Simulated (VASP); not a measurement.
## Ge: single point with LDA

Ge:

```
Ge
1.0
     4.68490    2.70483    2.02900
    -4.68490    2.70483    2.02900
     0.00000   -5.40966    2.02900
Ge
8
Direct
  0.71604 0.71604 0.71604
  0.28396 0.28396 0.28396
  0.02894 0.72536 0.53229
  0.53229 0.02894 0.72536
  0.72536 0.53229 0.02894
  0.97106 0.27464 0.46771
  0.46771 0.97106 0.27464
  0.27464 0.46771 0.97106
```

```yaml
Program: VASP 6.6.1
Task: single point
Functional: LDA
Potentials_or_basis: VASP PAW LDA potentials, release 64 (Ge_d)
Cutoff: 520 eV
k_mesh: 9 × 9 × 9
Occupations: gaussian, width 0.15 eV
Spin: no spin polarisation
Dipole_correction: no
Further_INCAR_settings: ALGO = Fast; EDIFF = 1e-07; NBANDS = 66
```

The pressure is 4.0 GPa, the largest force is 0.700 eV/Å and the band gap on the k mesh is zero (bands 56 and 57 overlap by 0.73 eV).

Forces on the atoms (eV/Å):
```
Ge   0.000  0.000 -0.665
Ge   0.000  0.000  0.665
Ge  -0.028  0.683  0.150
Ge  -0.578 -0.366  0.150
Ge   0.606 -0.317  0.150
Ge   0.028 -0.683 -0.150
Ge   0.578  0.366 -0.150
Ge  -0.606  0.317 -0.150
```

Stress tensor (GPa, compression positive):
```
 8.58  0.00  0.00
 0.00  8.58  0.00
 0.00  0.00 -5.13
```

Levels at points of the mesh, in eV from the Fermi level:
```
           k point  band 54  band 55  band 56  band 57  band 58  band 59
(0.00, 0.00, 0.00)    -1.39    -1.39    -0.72     1.57     1.88     1.88
```

Run time: 57 min on 1 thread of Oxide Virtual Turin-like Processor, on a shared host, peak memory 0.8 GiB.

Caveat: the cell stands under pressure; semilocal functionals underestimate gaps, so a narrow gap can read as zero.
